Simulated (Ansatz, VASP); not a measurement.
One calculation of Rh, two programs

File INCAR:

```
SYSTEM = Rh
PREC = Accurate ; ENCUT = 620
EDIFF = 1E-6 ; ISMEAR = 0
SIGMA = 0.1 ; LREAL = .False.
LASPH = .True. ; NELM = 200
ALGO = Normal ; ISIF = 2
LWAVE = .False. ; LCHARG = .False.
LMAXMIX = 4 ; LDAU = .True.
LDAUTYPE = 1 ; LDAUL = 2
LDAUU = 8.7 ; LDAUJ = 0.41
LDAUPRINT = 1 ; GGA = PE
NBANDS = 24 ; GGA_COMPAT = .False.
```

Contents of KPOINTS:

```
regular mesh
0
Gamma
  6 6 4
  0 0 0
```

File POSCAR:

```
Rh
1.0
    2.7309790422      0.0000000000      0.0000000000
   -1.3654895211      2.3650972278      0.0000000000
    0.0000000000      0.0000000000      4.4284890000
Rh
2
Direct
    0.6666666667      0.3333333333      0.7500000000
    0.3333333333      0.6666666667      0.2500000000
```

Input for Ansatz:

```yaml
crystal:
  lattice:
    - [2.7309790422, 0.0, 0.0]
    - [-1.3654895211, 2.3650972278, 0.0]
    - [0.0, 0.0, 4.428489]
  atoms:
    - { symbol: Rh, position: [0.6666666667, 0.3333333333, 0.75] }
    - { symbol: Rh, position: [0.3333333333, 0.6666666667, 0.25] }
basis:
  ecutwfc: 420
kpoints:
  mp_grid: { grid: [6, 6, 4] }
hamiltonian:
  xc: pbe
  hubbard: { sites: [{ species: Rh, l: d, u: 8.7, j: 0.41 }] }
scf:
  occupations: { method: gaussian, width: 0.1 }
output:
  forces: true
  stress: true
  eigenvalues: true
```

Alike in both runs: task single point; functional PBE; k mesh 6 × 6 × 4; occupations gaussian, width 0.1 eV; no spin polarisation; Hubbard terms Rh d U = 8.7 eV, J = 0.41 eV.

```csv
,VASP,Ansatz
version,VASP 6.6.1,Ansatz 0.2.0
potentials or method,"VASP PAW PBE potentials, release 64 (Rh_sv_GW), cutoff 620 eV","scalar-relativistic, plane waves, PAW"
valence electrons in the cell,34,34
```

VASP gave:

| Property | Result |
| --- | --- |
| gap on the k mesh at the Fermi level (eV) | none |
| pressure (GPa) | -9.0 |
| traceless stress, the component that is largest in VASP (GPa) | -4.44 |

What did Ansatz give for the same quantities?

gap on the k mesh at the Fermi level (eV): none; pressure (GPa): -2.5; traceless stress, the component that is largest in VASP (GPa): -2.83.

The programs project onto different local orbitals, so the same U acts differently, and such runs can settle in different states. A gap of «none» marks a metal or a gap that the smearing closes. Ansatz's warnings: filled band counts differ across k points.

The k mesh is coarse, so the values compare programs but aren't converged.
